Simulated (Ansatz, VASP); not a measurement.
## One calculation of SiC, two programs

File INCAR:

```
SYSTEM = SiC
ALGO = Normal
EDIFF = 1E-6
ENCUT = 910
GGA = VW
GGA_COMPAT = .False.
ISIF = 2
ISMEAR = -1
LASPH = .True.
LCHARG = .True.
LELF = .True.
LREAL = .False.
LVHAR = .True.
LWAVE = .False.
NBANDS = 16
NELM = 120
PREC = Accurate
SIGMA = 0.05
```

Contents of KPOINTS:

```
k-points
0
Gamma
  10 10 5
  0 0 0
```

POSCAR

```
SiC
1.0
    3.1363290418      0.0000000000      0.0000000000
   -1.5681645209      2.7161406248      0.0000000000
    0.0000000000      0.0000000000      5.1470055276
Si C
2 2
Direct
    0.6666666667      0.3333333333      0.5000000000
    0.3333333333      0.6666666667      0.0000000000
    0.6666666667      0.3333333333      0.8850000000
    0.3333333333      0.6666666667      0.3850000000
```

Contents of input.yaml:

```yaml
crystal:
  lattice:
    - [3.1363290418, 0.0, 0.0]
    - [-1.5681645209, 2.7161406248, 0.0]
    - [0.0, 0.0, 5.1470055276]
  atoms:
    - { symbol: Si, position: [0.6666666667, 0.3333333333, 0.5] }
    - { symbol: Si, position: [0.3333333333, 0.6666666667, 0.0] }
    - { symbol: C, position: [0.6666666667, 0.3333333333, 0.885] }
    - { symbol: C, position: [0.3333333333, 0.6666666667, 0.385] }
hamiltonian:
  xc: { exchange: slater, correlation: vwn5 }
  pseudopotentials: { kind: paw }
kpoints:
  mp_grid: { grid: [10, 10, 5] }
scf:
  occupations: { method: fermi_dirac, width: 0.05 }
output:
  forces: true
  stress: true
  eigenvalues: true
```

Alike in both runs: task single point; functional SVWN5; k mesh 10 × 10 × 5; occupations fermi-dirac, width 0.05 eV; no spin polarisation.

|  | VASP | Ansatz |
| --- | --- | --- |
| version | VASP 6.6.1 | Ansatz 0.2.0 |
| potentials or method | VASP PAW PBE potentials, release 64 (Si, C_h) | Ansatz PAW |
| plane-wave cutoff (eV) | 910 | 420 |
| valence electrons in the cell | 16 | 16 |

|  | VASP | Ansatz | Ansatz less VASP |
| --- | --- | --- | --- |
| gap on the k mesh at the Fermi level (eV) | 2.39 | 2.39 | 0.000 |
| least direct gap on the mesh (eV) | 3.87 | 3.86 | -0.007 |
| rms of the force components (eV/Å) | 0.378 | 0.373 | -0.0059 |

VASP's potentials were made for PBE, not for SVWN5. Atom by atom the forces differ by 0.006 eV/Å (rms over components).

Noted on VASP's run: the cutoff is short for stress, so the pressure is rough. Noted on Ansatz's run: odd divisions of the mesh miss points on the zone boundary, where band edges often lie, so the gap on the mesh can be too wide.
